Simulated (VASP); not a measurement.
# Si (P-1) in VASP: notebook

The runs below take Si through single point, with PBEsol.

Program: VASP 6.6.1. These are calculated values, not measurements. Logs are shortened: lines on timing, memory, paths and dates and some standing lists are left out, and cuts for length are marked.

**1. The cell of the first run**

The typed cell holds 12 atoms: a = 5.433 Å, b = 3.842 Å, c = 11.555 Å, α = 87.62°, β = 86.63°, γ = 90.00°.

**2. Single point, PBEsol (the part above a cut slid along it)**

File INCAR:

```
SYSTEM = Si
PREC     = Accurate       ! precision mode
ENCUT    = 520            ! plane-wave cutoff, eV
EDIFF    = 1E-6           ! SCF threshold, eV
ISMEAR   = 0              ! smearing method
SIGMA    = 0.05           ! smearing width, eV
LREAL    = .FALSE.        ! projectors in reciprocal space
LASPH    = .TRUE.         ! aspherical terms in the spheres
NELM     = 100            ! most SCF steps
ALGO     = Fast           ! electronic algorithm
ISIF     = 2              ! what is computed and relaxed
LWAVE    = .FALSE.        ! write WAVECAR
LCHARG   = .FALSE.        ! write CHGCAR
GGA      = PS             ! functional
NBANDS   = 36             ! bands
```

File KPOINTS:

```
Automatic mesh
0
G
  6 9 3
  0 0 0
```

File POSCAR:

```
Si
1.0
    5.4328540087      0.0000000000      0.0000000000
    0.0000000000      2.7164270044     -2.7164270044
    0.6791067511      8.4888343886      7.8097276375
Si
12
Direct
    0.4687520833     -0.0312479167      0.2499833333
   -0.0520812500      0.4479187500      0.4166500000
    0.4270854167     -0.0729145833      0.5833166667
   -0.0937479167      0.4062520833      0.7499833333
    0.3854187500     -0.1145812500      0.9166500000
   -0.0104145833      0.4895854167      0.0833166667
    0.6979187500     -0.0520812500      0.4166500000
    0.1770854167      0.4270854167      0.5833166667
    0.6562520833     -0.0937479167      0.7499833333
    0.1354187500      0.3854187500      0.9166500000
    0.7395854167     -0.0104145833      0.0833166667
    0.2187520833      0.4687520833      0.2499833333
```

Potentials or basis: VASP PAW PBE potentials, release 64 (Si).

Started as:

```bash
> cat potpaw_PBE.64/Si/POTCAR > POTCAR
> mpirun -np 1 vasp_std > vasp.out
```

OUTCAR:

```text
SYSTEM = Si
   PREC = Accurate
   ENCUT = 520
   EDIFF = 1E-6
   ISMEAR = 0
   LREAL = .FALSE.
   LASPH = .TRUE.
   NELM = 100
   ISIF = 2
   GGA = PS

 ion  position               nearest neighbor table
   1  0.469  0.969  0.250-  11 2.35  12 2.35  12 2.35   7 2.35
   2  0.948  0.448  0.417-   7 2.35   7 2.35  12 2.35   8 2.35
   3  0.427  0.927  0.583-   9 2.35   8 2.35   8 2.35   7 2.35
   4  0.906  0.406  0.750-   8 2.35   9 2.35   9 2.35  10 2.35
   5  0.385  0.885  0.917-  10 2.35  10 2.35   9 2.35  11 2.84
   6  0.990  0.490  0.083-  10 2.09  12 2.35  11 2.35  11 2.35
   7  0.698  0.948  0.417-   2 2.35   2 2.35   3 2.35   1 2.35
   8  0.177  0.427  0.583-   4 2.35   3 2.35   3 2.35   2 2.35
   9  0.656  0.906  0.750-   3 2.35   4 2.35   4 2.35   5 2.35
  10  0.135  0.385  0.917-   6 2.09   5 2.35   5 2.35   4 2.35
  11  0.740  0.990  0.083-   1 2.35   6 2.35   6 2.35   5 2.84
  12  0.219  0.469  0.250-   6 2.35   1 2.35   1 2.35   2 2.35

  LATTYP: Found a triclinic cell.
 ALAT       =     5.4328540087
 B/A-ratio  =     1.2247448714
 C/A-ratio  =     2.8325672984
 COS(alpha) =     0.0180158248
 COS(beta)  =     0.3971662035
 COS(gamma) =     0.8164965809

  Lattice vectors:

 A1 = (  -5.4328540087,   0.0000000000,   0.0000000000)
 A2 = (  -5.4328540087,   2.7164270044,  -2.7164270044)
 A3 = (  -6.1119607598, -13.9216883974,  -2.3768736287)

Analysis of symmetry for initial positions (statically):
=====================================================================
 Subroutine PRICEL returns:
 Original cell was already a primitive cell.

 Routine SETGRP: Setting up the symmetry group for a
 triclinic supercell.

 Subroutine GETGRP returns: Found  2 space group operations
 (whereof  1 operations were pure point group operations)
 out of a pool of  2 trial point group operations.

The static configuration has the point symmetry C_1 .
 The point group associated with its full space group is S_2 .

Analysis of symmetry for dynamics (positions and initial velocities):
=====================================================================
 Subroutine PRICEL returns:
 Original cell was already a primitive cell.

 Routine SETGRP: Setting up the symmetry group for a
 triclinic supercell.

 Subroutine GETGRP returns: Found  2 space group operations
 (whereof  1 operations were pure point group operations)
 out of a pool of  2 trial point group operations.

The dynamic configuration has the point symmetry C_1 .
 The point group associated with its full space group is S_2 .

 Subroutine INISYM returns: Found  2 space group operations
 (whereof  1 operations are pure point group operations),
 and found     1 'primitive' translations

----------------------------------------------------------------------------------------

                                     Primitive cell

  volume of cell :     240.5334

  direct lattice vectors                    reciprocal lattice vectors
     5.432854009  0.000000000  0.000000000     0.184065318 -0.007669388 -0.007669388
     0.000000000  2.716427004 -2.716427004     0.000000000  0.176395930 -0.191734706
     0.679106751  8.488834389  7.809727637     0.000000000  0.061355106  0.061355106

  length of vectors
     5.432854009  3.841607911 11.554797317     0.184384599  0.260533532  0.086769223

  position of ions in fractional coordinates (direct lattice)
     0.468752083  0.968752083  0.249983333
     0.947918750  0.447918750  0.416650000
     0.427085417  0.927085417  0.583316667
     0.906252083  0.406252083  0.749983333
     0.385418750  0.885418750  0.916650000
     0.989585417  0.489585417  0.083316667
     0.697918750  0.947918750  0.416650000
     0.177085417  0.427085417  0.583316667
     0.656252083  0.906252083  0.749983333
     0.135418750  0.385418750  0.916650000
     0.739585417  0.989585417  0.083316667
     0.218752083  0.468752083  0.249983333

  ion indices of the primitive-cell ions
   primitive index   ion index
                 1           1
                 2           2
                 3           3
                 4           4
                 5           5
                 6           6
                 7           7
                 8           8
                 9           9
                10          10
                11          11
                12          12

----------------------------------------------------------------------------------------

 KPOINTS: Automatic mesh

Automatic generation of k-mesh.
 Grid dimensions read from file:
 generate k-points for:    6    9    3

 Generating k-lattice:

  Cartesian coordinates                     Fractional coordinates (reciprocal lattice)
     0.030677553 -0.001278231 -0.001278231     0.166666667  0.000000000 -0.000000000
     0.000000000  0.019599548 -0.021303856     0.000000000  0.111111111 -0.000000000
     0.000000000  0.020451702  0.020451702     0.000000000  0.000000000  0.333333333

  Length of vectors
     0.030730766  0.028948170  0.028923074

  Shift w.r.t. Gamma in fractional coordinates (k-lattice)
     0.000000000  0.000000000  0.000000000

 Subroutine IBZKPT returns following result:
 ===========================================

 Found     82 irreducible k-points:

 Following reciprocal coordinates:
            Coordinates               Weight
  0.000000  0.000000  0.000000      1.000000
  0.166667  0.000000  0.000000      2.000000
  0.333333  0.000000  0.000000      2.000000
  0.500000  0.000000  0.000000      1.000000
  0.000000  0.111111 -0.000000      2.000000
  0.166667  0.111111  0.000000      2.000000
[... 16 lines left out ...]
  0.000000  0.444444  0.000000      2.000000
  0.166667  0.444444  0.000000      2.000000
 [... further k-points ...]
   k-points           NKPTS =     82   k-points in BZ     NKDIM =     82   number of bands    NBANDS=     36
   number of dos      NEDOS =    301   number of ions     NIONS =     12
   total plane-waves  NPLWV = 108000
   dimension x,y,z NGX =    40 NGY =   30 NGZ =   90
   dimension x,y,z NGXF=    80 NGYF=   60 NGZF=  180
   ions per type =              12
   NGX,Y,Z   is equivalent  to a cutoff of  12.24, 12.98, 12.95 a.u.
   NGXF,Y,Z  is equivalent  to a cutoff of  24.48, 25.97, 25.90 a.u.
 SYSTEM =  Si
   PREC   = accura    normal or accurate (medium, high low for compatibility)
   ISTART =      0    job   : 0-new  1-cont  2-samecut
   ICHARG =      2    charge: 1-file 2-atom 10-const
   ISPIN  =      1    spin polarized calculation?
   LNONCOLLINEAR =      F non collinear calculations
   LSORBIT =      F    spin-orbit coupling
   LASPH  =      T    aspherical Exc in radial PAW
   ENCUT  =  520.0 eV  38.22 Ry    6.18 a.u.  10.10  7.14 21.48*2*pi/ulx,y,z
   NELM   =    100;   NELMIN=  2; NELMDL= -5     # of ELM steps
   EDIFF  = 0.1E-05   stopping-criterion for ELM
   LREAL  =      F    real-space projection
   EDIFFG = 0.1E-04   stopping-criterion for IOM
   NSW    =      0    number of steps for IOM
   IBRION =     -1    ionic relax: 0-MD 1-quasi-New 2-CG
   NFREE  =      0    steps in history (QN), initial steepest desc. (CG)
   ISIF   =      2    stress and relaxation
   ISYM   =      2    0-nonsym 1-usesym 2-fastsym
   POTIM  = 0.5000    time-step for ionic-motion
   TEBEG  =    0.0;   TEEND  =   0.0 temperature during run
   PSTRESS=    0.0 pullay stress
   NELECT =      48.0000    total number of electrons
   NUPDOWN=      -1.0000    fix difference up-down
   EMIN   =  10.00;   EMAX   =-10.00  energy-range for DOS
   EFERMI =   0.00;   METHOD = LEGACY
   ISMEAR =     0;   SIGMA  =   0.05  broadening in eV -4-tet -1-fermi 0-gaus
   EFERMI_NEDOS =   21; number of points for ismear=-14 and -15
   IALGO  =     68    algorithm
   IMIX   =      4    mixing-type and parameters
     AMIX     =   0.40;   BMIX     =  1.00
     AMIX_MAG =   1.60;   BMIX_MAG =  1.00
  volume/ion in A,a.u.               =      20.04       135.27
  Fermi-wavevector in a.u.,A,eV,Ry     =   0.956673  1.807850 12.452364  0.915223
  Thomas-Fermi vector in A             =   2.085622
   LORBIT       =      0    0 simple, 1 ext, 2 COOP (PROOUT), +10 PAW based schemes
   GGA     = PS    functional components
   LHFCALC =     F    Hartree Fock is set to
   AEXX    =    0.0000 exact exchange contribution
   IVDW    =     0    specifies the selected vdW correction
   LEPSILON=     F    determine dielectric tensor
   LRPA    =     F    only Hartree local field effects (RPA)
 non-spin polarized calculation
 RMM-DIIS sequential band-by-band and
 Gauss-broadening in eV      SIGMA  =   0.05
  energy-cutoff  :      520.00
  volume of cell :      240.53
 maximum number of plane-waves:      6508
   NGX = 21   NGY = 15   NGZ = 43

 number of electron      47.9999999 magnetization

 Free energy of the ion-electron system (eV)
  ---------------------------------------------------
  ext. energy  EPLUGINS =         0.00000000
  ---------------------------------------------------
  free energy    TOTEN  =       -67.45087301 eV

  energy without entropy =      -67.44911071  energy(sigma->0) =      -67.44999186

 E-fermi :   5.8721     XC(G=0):  -9.5573

 val. band max:        5.8720370666   @ k =   0.0000   0.4444   0.0000
 cond. band min:       5.8953895977   @ k =   0.1667   0.0000   0.3333
 fundamental gap:      0.0233525311
 Fermi energy:         5.8721469733

 k-point     1 :       0.0000    0.0000    0.0000
  band No.  band energies     occupation
      1      -6.3053      2.00000
      2      -5.4268      2.00000
      3      -5.2622      2.00000
      4      -3.1262      2.00000
      5      -2.9198      2.00000
      6      -2.0471      2.00000
[... 28 lines left out ...]
     35       9.2066      0.00000
     36       9.5526      0.00000

 k-point     2 :       0.1667    0.0000    0.0000
  band No.  band energies     occupation
      1      -6.1936      2.00000
      2      -5.3509      2.00000
      3      -5.1375      2.00000
      4      -3.4442      2.00000
      5      -3.2182      2.00000
      6      -2.8950      2.00000
[... 28 lines left out ...]
     35       9.1600      0.00000
     36       9.5117      0.00000

 k-point     3 :       0.3333    0.0000    0.0000
  band No.  band energies     occupation
      1      -5.8800      2.00000
      2      -5.1345      2.00000
      3      -4.8022      2.00000
      4      -4.2166      2.00000
      5      -3.8709      2.00000
      6      -3.4030      2.00000
[... 28 lines left out ...]
     35       9.4199      0.00000
     36       9.5112      0.00000
[... 742 lines left out ...]
 k-point    23 :       0.0000    0.4444    0.0000
  band No.  band energies     occupation
      1      -4.6948      2.00000
      2      -3.9564      2.00000
      3      -3.6458      2.00000
      4      -3.5265      2.00000
      5      -2.8637      2.00000
      6      -2.6536      2.00000
[... 28 lines left out ...]
     35       9.8117      0.00000
     36      10.4823      0.00000

 k-point    24 :       0.1667    0.4444    0.0000
  band No.  band energies     occupation
      1      -4.6129      2.00000
      2      -3.9296      2.00000
      3      -3.6087      2.00000
      4      -3.4272      2.00000
      5      -2.8184      2.00000
      6      -2.6611      2.00000
[... 28 lines left out ...]
     35       9.5706      0.00000
     36       9.6455      0.00000

 [... further k-points ...]

------------------------ aborting loop because EDIFF is reached ----------------------------------------

  FORCE on cell =-STRESS in cart. coord.  units (eV):
  Direction    XX          YY          ZZ          XY          YZ          ZX
  --------------------------------------------------------------------------------------
  -------------------------------------------------------------------------------------
  Total        0.1336956      1.0110703      3.8971226     -4.7486838      2.3713694     -4.1541978
  in kB        0.8905380      6.7346741     25.9584818    -31.6306760     15.7955380    -27.6708431
  external PRESSURE =      11.1945647 kB  Pullay stress =       0.0000000 kB

 VOLUME and BASIS-vectors are now :
 -----------------------------------------------------------------------------
  energy-cutoff  :      520.00
  volume of cell :      240.53
      direct lattice vectors                 reciprocal lattice vectors
     5.432854009  0.000000000  0.000000000     0.184065318 -0.007669388 -0.007669388
     0.000000000  2.716427004 -2.716427004     0.000000000  0.176395930 -0.191734706
     0.679106751  8.488834389  7.809727637     0.000000000  0.061355106  0.061355106

 POSITION                                       TOTAL-FORCE (eV/Angst)
 -----------------------------------------------------------------------------------
      2.71643      4.75361     -0.67924         0.073171     -0.137299      0.059525
      5.43285      4.75361      2.03718        -0.167436     -0.031259     -0.011015
      2.71643      7.47004      2.03718         0.089756     -0.005744     -0.013743
      5.43285      7.47004      4.75361        -0.211734      0.049000     -0.071527
      2.71643     10.18647      4.75361         1.528355      0.498299     -0.135496
      5.43285      2.03718     -0.67924        -1.882624      2.426807      1.715185
      4.07464      6.11182      0.67897        -0.089756      0.005744      0.013743
      1.35821      6.11182      3.39540         0.167436      0.031259      0.011015
      4.07464      8.82825      3.39540        -0.073171      0.137299     -0.059525
      1.35821      8.82825      6.11182         1.882624     -2.426807     -1.715185
      4.07464      3.39540     -2.03746        -1.528355     -0.498299      0.135496
      1.35821      3.39540      0.67897         0.211734     -0.049000      0.071527
 -----------------------------------------------------------------------------------
    total drift:                               -0.000000     -0.000001      0.000000

  FREE ENERGIE OF THE ION-ELECTRON SYSTEM (eV)
  ---------------------------------------------------
  free  energy   TOTEN  =       -67.4508730127 eV

  energy  without entropy=      -67.4491107087  energy(sigma->0) =      -67.44999186
```

Wall time 12 min (1 thread of Oxide Virtual Turin-like, shared host); peak memory 0.58 GiB.

What came out:

- Free energy: -67.4509 eV
- Pressure: 1.1 GPa
- Largest force: 3.518 eV/Å
- Band gap on the k mesh: zero (bands 24 and 25 overlap by 0.49 eV)

Forces on the atoms (eV/Å):
```
Si   0.073 -0.137  0.060
Si  -0.167 -0.031 -0.011
Si   0.090 -0.006 -0.014
Si  -0.212  0.049 -0.072
Si   1.528  0.498 -0.135
Si  -1.883  2.427  1.715
Si  -0.090  0.006  0.014
Si   0.167  0.031  0.011
Si  -0.073  0.137 -0.060
Si   1.883 -2.427 -1.715
Si  -1.528 -0.498  0.135
Si   0.212 -0.049  0.072
```

Levels at points of the mesh, in eV from the Fermi level:
| k point | band 20 | band 21 | band 22 | band 23 | band 24 | band 25 | band 26 | band 27 | band 28 | band 29 |
| --- | --- | --- | --- | --- | --- | --- | --- | --- | --- | --- |
| (0.00, 0.00, 0.00) | -0.93 | -0.76 | -0.25 | -0.18 | 0.30 | 0.39 | 0.59 | 1.32 | 1.39 | 1.67 |
| (0.50, 0.00, 0.00) | -1.66 | -1.52 | -1.49 | -1.26 | -0.77 | 0.80 | 1.01 | 1.03 | 1.85 | 2.06 |

Caveat: the cell differs from its parent crystal (the part above a cut slid along it); semilocal functionals underestimate gaps, and a narrow one can read as zero; the PAW data sets were made with another functional, which shifts forces and pressure a little.

(Part 1 of 2 ends here.)

The gap in the log of VASP goes by the Fermi energy; the results here count the filled bands.